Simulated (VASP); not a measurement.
# KCl (I4/mmm) in VASP: notebook

KCl is run at these levels: PBE; tasks: single point.

Program: VASP 6.6.1. These are calculated values, not measurements. Logs are shortened: lines on timing, memory, paths and dates and some standing lists are left out, and cuts for length are marked.

## (1) The cell of the first run

The structure is tetragonal, space group I4/mmm (No. 139). Conventional cell: a = 4.463 Å, b = 4.463 Å, c = 6.186 Å, α = 90.00°, β = 90.00°, γ = 90.00°. Within 4.1 Å of K (site symmetry 4/mmm) lie 6 Cl at 3.09 to 3.16 Å. Within 4.1 Å of Cl (site symmetry 4/mmm) lie 6 K at 3.09 to 3.16 Å.

## (2) Single point, PBE (strain -0.0200 x Voigt [0, 1, 0, 0, 0, 0])

File INCAR:

```
PREC = Accurate
ENCUT = 520
EDIFF = 1E-6
ISMEAR = 0
SIGMA = 0.05
LREAL = False
LASPH = True
NELM = 60
ALGO = Normal
ISIF = 2
LWAVE = False
LCHARG = True
GGA = PE
LELF = True
LVHAR = True
NBANDS = 15
```

File KPOINTS:

```
regular mesh
0
Gamma
  6 6 6
```

File POSCAR:

```
KCl
1.0
    0.0000000000      3.0929780000      3.1561000000
    3.1561000000      0.0000000000      3.1561000000
    3.1561000000      3.0929780000      0.0000000000
K Cl
1 1
Direct
    0.0000000000      0.0000000000      0.0000000000
    0.5000000000      0.5000000000      0.5000000000
```

Potentials or basis: VASP PAW PBE potentials, release 64 (K_sv, Cl).

Launch:

```sh
cat potpaw_PBE.64/K_sv/POTCAR potpaw_PBE.64/Cl/POTCAR > POTCAR
mpirun -np 1 vasp_std > vasp.out
```

OUTCAR:

```text
PREC = Accurate
   ENCUT = 520
   EDIFF = 1E-6
   ISMEAR = 0
   LREAL = False
   LASPH = True
   NELM = 60
   ISIF = 2
   GGA = PE

 ion  position               nearest neighbor table
   1  0.000  0.000  0.000-   2 3.09   2 3.09   2 3.16   2 3.16   2 3.16   2 3.16
   2  0.500  0.500  0.500-   1 3.09   1 3.09   1 3.16   1 3.16   1 3.16   1 3.16

  LATTYP: Found a body centered tetragonal cell.
 ALAT       =     4.4633994242
 C/A-ratio  =     1.3859292911

  Lattice vectors:

 A1 = (   0.0000000000,  -3.0929780000,   3.1561000000)
 A2 = (   0.0000000000,  -3.0929780000,  -3.1561000000)
 A3 = (   3.1561000000,   3.0929780000,   0.0000000000)

Analysis of symmetry for initial positions (statically):
=====================================================================
 Subroutine PRICEL returns:
 Original cell was already a primitive cell.

 Routine SETGRP: Setting up the symmetry group for a
 body centered tetragonal supercell.

 Subroutine GETGRP returns: Found 16 space group operations
 (whereof 16 operations were pure point group operations)
 out of a pool of 16 trial point group operations.

The static configuration has the point symmetry D_4h.

Analysis of symmetry for dynamics (positions and initial velocities):
=====================================================================
 Subroutine PRICEL returns:
 Original cell was already a primitive cell.

 Routine SETGRP: Setting up the symmetry group for a
 body centered tetragonal supercell.

 Subroutine GETGRP returns: Found 16 space group operations
 (whereof 16 operations were pure point group operations)
 out of a pool of 16 trial point group operations.

The dynamic configuration has the point symmetry D_4h.

 Subroutine INISYM returns: Found 16 space group operations
 (whereof 16 operations are pure point group operations),
 and found     1 'primitive' translations

----------------------------------------------------------------------------------------

                                     Primitive cell

  volume of cell :      61.6181

  direct lattice vectors                    reciprocal lattice vectors
     0.000000000  3.092978000  3.156100000    -0.158423371  0.161656501  0.158423371
     3.156100000  0.000000000  3.156100000     0.158423371 -0.161656501  0.158423371
     3.156100000  3.092978000  0.000000000     0.158423371  0.161656501 -0.158423371

  length of vectors
     4.418990848  4.463399424  4.418990848     0.276276588  0.276276588  0.276276588

  position of ions in fractional coordinates (direct lattice)
     0.000000000  0.000000000  0.000000000
     0.500000000  0.500000000  0.500000000

  ion indices of the primitive-cell ions
   primitive index   ion index
                 1           1
                 2           2

----------------------------------------------------------------------------------------

 KPOINTS: regular mesh

Automatic generation of k-mesh.
 Grid dimensions read from file:
 generate k-points for:    6    6    6

 Generating k-lattice:

  Cartesian coordinates                     Fractional coordinates (reciprocal lattice)
    -0.026403895  0.026942750  0.026403895     0.166666667  0.000000000  0.000000000
     0.026403895 -0.026942750  0.026403895     0.000000000  0.166666667  0.000000000
     0.026403895  0.026942750 -0.026403895     0.000000000  0.000000000  0.166666667

  Length of vectors
     0.046046098  0.046046098  0.046046098

  Shift w.r.t. Gamma in fractional coordinates (k-lattice)
     0.000000000  0.000000000  0.000000000

 Subroutine IBZKPT returns following result:
 ===========================================

 Found     30 irreducible k-points:

 Following reciprocal coordinates:
            Coordinates               Weight
  0.000000  0.000000  0.000000      1.000000
  0.166667  0.000000  0.000000      8.000000
  0.333333  0.000000 -0.000000      8.000000
  0.500000  0.000000  0.000000      4.000000
  0.166667  0.166667  0.000000      4.000000
  0.333333  0.166667 -0.000000     16.000000
[... 16 lines left out ...]
  0.333333 -0.333333  0.166667     16.000000
  0.500000 -0.333333  0.166667      4.000000
 [... further k-points ...]
   k-points           NKPTS =     30   k-points in BZ     NKDIM =     30   number of bands    NBANDS=     15
   number of dos      NEDOS =    301   number of ions     NIONS =      2
   total plane-waves  NPLWV =  46656
   dimension x,y,z NGX =    36 NGY =   36 NGZ =   36
   dimension x,y,z NGXF=    72 NGYF=   72 NGZF=   72
   ions per type =               1   1
   NGX,Y,Z   is equivalent  to a cutoff of  13.54, 13.41, 13.54 a.u.
   NGXF,Y,Z  is equivalent  to a cutoff of  27.09, 26.82, 27.09 a.u.
 SYSTEM =  unknown system
   PREC   = accura    normal or accurate (medium, high low for compatibility)
   ISTART =      0    job   : 0-new  1-cont  2-samecut
   ICHARG =      2    charge: 1-file 2-atom 10-const
   ISPIN  =      1    spin polarized calculation?
   LNONCOLLINEAR =      F non collinear calculations
   LSORBIT =      F    spin-orbit coupling
   LASPH  =      T    aspherical Exc in radial PAW
   ENCUT  =  520.0 eV  38.22 Ry    6.18 a.u.   8.22  8.30  8.22*2*pi/ulx,y,z
   NELM   =     60;   NELMIN=  2; NELMDL= -5     # of ELM steps
   EDIFF  = 0.1E-05   stopping-criterion for ELM
   LREAL  =      F    real-space projection
   EDIFFG = 0.1E-04   stopping-criterion for IOM
   NSW    =      0    number of steps for IOM
   IBRION =     -1    ionic relax: 0-MD 1-quasi-New 2-CG
   NFREE  =      0    steps in history (QN), initial steepest desc. (CG)
   ISIF   =      2    stress and relaxation
   ISYM   =      2    0-nonsym 1-usesym 2-fastsym
   POTIM  = 0.5000    time-step for ionic-motion
   TEBEG  =    0.0;   TEEND  =   0.0 temperature during run
   PSTRESS=    0.0 pullay stress
   NELECT =      16.0000    total number of electrons
   NUPDOWN=      -1.0000    fix difference up-down
   EMIN   =  10.00;   EMAX   =-10.00  energy-range for DOS
   EFERMI =   0.00;   METHOD = LEGACY
   ISMEAR =     0;   SIGMA  =   0.05  broadening in eV -4-tet -1-fermi 0-gaus
   EFERMI_NEDOS =   21; number of points for ismear=-14 and -15
   IALGO  =     38    algorithm
   IMIX   =      4    mixing-type and parameters
     AMIX     =   0.40;   BMIX     =  1.00
     AMIX_MAG =   1.60;   BMIX_MAG =  1.00
  volume/ion in A,a.u.               =      30.81       207.91
  Fermi-wavevector in a.u.,A,eV,Ry     =   1.044428  1.973684 14.841655  1.090831
  Thomas-Fermi vector in A             =   2.179181
   LORBIT       =      0    0 simple, 1 ext, 2 COOP (PROOUT), +10 PAW based schemes
   GGA     = PE    functional components
   LHFCALC =     F    Hartree Fock is set to
   AEXX    =    0.0000 exact exchange contribution
   IVDW    =     0    specifies the selected vdW correction
   LEPSILON=     F    determine dielectric tensor
   LRPA    =     F    only Hartree local field effects (RPA)
 non-spin polarized calculation
 Gauss-broadening in eV      SIGMA  =   0.05
  energy-cutoff  :      520.00
  volume of cell :       61.62
 maximum number of plane-waves:      1679
 NGX is ok and might be reduce to    36
   NGX = 17   NGY = 17   NGZ = 17

 number of electron      16.0000001 magnetization

 Free energy of the ion-electron system (eV)
  ---------------------------------------------------
  ext. energy  EPLUGINS =         0.00000000
  ---------------------------------------------------
  free energy    TOTEN  =        -6.79769018 eV

  energy without entropy =       -6.79769018  energy(sigma->0) =       -6.79769018

 E-fermi :  -1.5197     XC(G=0):  -7.5838

 val. band max:       -1.7875830587   @ k =   0.0000   0.0000   0.0000
 cond. band min:       3.4258544078   @ k =   0.0000   0.0000   0.0000
 fundamental gap:      5.2134374665
 Fermi energy:        -1.5197495984

 k-point     1 :       0.0000    0.0000    0.0000
  band No.  band energies     occupation
      1     -28.9680      2.00000
      2     -13.9286      2.00000
      3     -12.4293      2.00000
      4     -12.4293      2.00000
      5     -12.4293      2.00000
      6      -1.8026      2.00000
      7      -1.8026      2.00000
      8      -1.7876      2.00000
      9       3.4259      0.00000
     10       6.5472      0.00000
     11       6.5472      0.00000
     12       6.6758      0.00000
     13       7.4228      0.00000
     14       7.5238      0.00000
     15      11.2266      0.00000

 k-point     2 :       0.1667    0.0000    0.0000
  band No.  band energies     occupation
      1     -28.9652      2.00000
      2     -13.9819      2.00000
      3     -12.4326      2.00000
      4     -12.4310      2.00000
      5     -12.3619      2.00000
      6      -2.1175      2.00000
      7      -1.8896      2.00000
      8      -1.8822      2.00000
      9       4.0665      0.00000
     10       6.4186      0.00000
     11       6.9000      0.00000
     12       6.9785      0.00000
     13       7.7966      0.00000
     14       7.9094      0.00000
     15      12.1384      0.00000

 k-point     3 :       0.3333    0.0000   -0.0000
  band No.  band energies     occupation
      1     -28.9595      2.00000
      2     -14.0772      2.00000
      3     -12.4390      2.00000
      4     -12.4343      2.00000
      5     -12.2375      2.00000
      6      -2.6442      2.00000
      7      -2.0539      2.00000
      8      -2.0515      2.00000
      9       5.2963      0.00000
     10       6.4980      0.00000
     11       7.8562      0.00000
     12       7.9101      0.00000
     13       8.7417      0.00000
     14       8.8869      0.00000
     15      11.1042      0.00000
[... 343 lines left out ...]
 k-point    23 :       0.3333   -0.3333    0.1667
  band No.  band energies     occupation
      1     -28.9541      2.00000
      2     -13.9730      2.00000
      3     -12.5103      2.00000
      4     -12.4893      2.00000
      5     -12.3218      2.00000
      6      -2.5161      2.00000
      7      -2.2411      2.00000
      8      -2.1535      2.00000
      9       6.1627      0.00000
     10       6.4025      0.00000
     11       8.0301      0.00000
     12       8.2874      0.00000
     13       9.4569      0.00000
     14       9.9562      0.00000
     15      10.1197      0.00000

 k-point    24 :       0.5000   -0.3333    0.1667
  band No.  band energies     occupation
      1     -28.9535      2.00000
      2     -13.8949      2.00000
      3     -12.5552      2.00000
      4     -12.5119      2.00000
      5     -12.3801      2.00000
      6      -2.3878      2.00000
      7      -2.2155      2.00000
      8      -2.1454      2.00000
      9       5.4654      0.00000
     10       7.1103      0.00000
     11       7.3631      0.00000
     12       8.4267      0.00000
     13       9.1116      0.00000
     14       9.9967      0.00000
     15      10.5345      0.00000

 [... further k-points ...]

------------------------ aborting loop because EDIFF is reached ----------------------------------------

  FORCE on cell =-STRESS in cart. coord.  units (eV):
  Direction    XX          YY          ZZ          XY          YZ          ZX
  --------------------------------------------------------------------------------------
  -------------------------------------------------------------------------------------
  Total        0.2882700      0.6165965      0.2882700      0.0000000     -0.0000000      0.0000000
  in kB        7.4955181     16.0325747      7.4955181      0.0000000     -0.0000000      0.0000000
  external PRESSURE =      10.3412037 kB  Pullay stress =       0.0000000 kB

 VOLUME and BASIS-vectors are now :
 -----------------------------------------------------------------------------
  energy-cutoff  :      520.00
  volume of cell :       61.62
      direct lattice vectors                 reciprocal lattice vectors
     0.000000000  3.092978000  3.156100000    -0.158423371  0.161656501  0.158423371
     3.156100000  0.000000000  3.156100000     0.158423371 -0.161656501  0.158423371
     3.156100000  3.092978000  0.000000000     0.158423371  0.161656501 -0.158423371

 POSITION                                       TOTAL-FORCE (eV/Angst)
 -----------------------------------------------------------------------------------
      0.00000      0.00000      0.00000         0.000000      0.000000      0.000000
      3.15610      3.09298      3.15610        -0.000000      0.000000     -0.000000
 -----------------------------------------------------------------------------------
    total drift:                                0.000000      0.000000      0.000000

  FREE ENERGIE OF THE ION-ELECTRON SYSTEM (eV)
  ---------------------------------------------------
  free  energy   TOTEN  =        -6.7976901832 eV

  energy  without entropy=       -6.7976901832  energy(sigma->0) =       -6.79769018
```

Wall time 27 s (1 thread of Intel Xeon Platinum 8259CL at 2.50GHz (Skylake/Cascade Lake), shared host); peak memory 0.21 GiB.

Results:

```yaml
Free_energy: -6.7977 eV
Pressure: 1.0 GPa
Band_gap_on_the_k_mesh: 5.21 eV
```

Stress tensor (GPa, compression positive):
```
0.75 0.00 0.00
0.00 1.60 0.00
0.00 0.00 0.75
```

Caveat: the cell differs from its parent crystal (strain -0.0200 x Voigt [0, 1, 0, 0, 0, 0]).

(Continued in part 2 of 2.)
